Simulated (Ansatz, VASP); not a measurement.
# H: VASP beside Ansatz

```
CELL_PARAMETERS angstrom
-1.40625 1.40625 1.40625
1.40625 -1.40625 1.40625
1.40625 1.40625 -1.40625
ATOMIC_POSITIONS crystal
H 0.00000 0.00000 0.00000
```

Alike in both runs: task relaxation of cell and atoms; functional PBE; k mesh 20 × 20 × 20; occupations fermi-dirac, width 0.05 eV; no spin polarisation.

|  | VASP | Ansatz |
| --- | --- | --- |
| version | VASP 6.6.1 | Ansatz 0.2.0 |
| potentials or method | VASP PAW PBE potentials, release 64 (H) | PAW with Ansatz's default frozen-core files, scalar-relativistic |
| plane-wave cutoff (eV) | 500 | 420 |
| valence electrons in the cell | 1 | 1 |

```csv
,VASP,Ansatz,Ansatz less VASP
relaxed volume (Å³/atom),2.97,2.97,-0.001
relaxed cell length with the largest relative difference (Å),1.568,1.568,-0.0002
```

Noted on VASP's run: the volume moved by over 15 % at a fixed basis, so the end points are rough.
